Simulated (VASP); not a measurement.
Crystal: BN.

```
N B
1.0
     2.50804    0.00000    0.00000
    -1.24671    2.17623    0.00000
    -0.63067   -1.08812    3.02254
N B
1 1
Direct
  0.66851 0.33238 0.98500
  0.97964 0.98350 0.00181
```

Base run:

| Item | Value |
| --- | --- |
| Program | VASP 6.6.1 |
| Functional | r2SCAN |
| Potentials or basis | VASP PAW PBE potentials, release 64 (N, B) |
| Cutoff | 520 eV |
| k mesh | 13 × 13 × 9 |
| Occupations | fermi-dirac, width 0.05 eV |
| Spin | no spin polarisation |

Its results: band gap on the k mesh 3.32 eV (least direct gap 5.22 eV); pressure 1.2 GPa; largest force 2.728 eV/Å.

Task: The run is repeated on the same cell with these changes: functional from r2SCAN to r2SCAN50; k mesh from 13 × 13 × 9 to 7 × 7 × 5. What comes out?

Result: Band gap on the k mesh 7.31 eV (least direct gap 9.40 eV); pressure -6.2 GPa; largest force 2.871 eV/Å.

Several settings changed at once.

Caveats: some runs use coarse meshes; the PAW data sets were made with another functional, which shifts forces and pressure a little; an odd mesh through Γ misses points on the zone boundary, where band edges can lie.
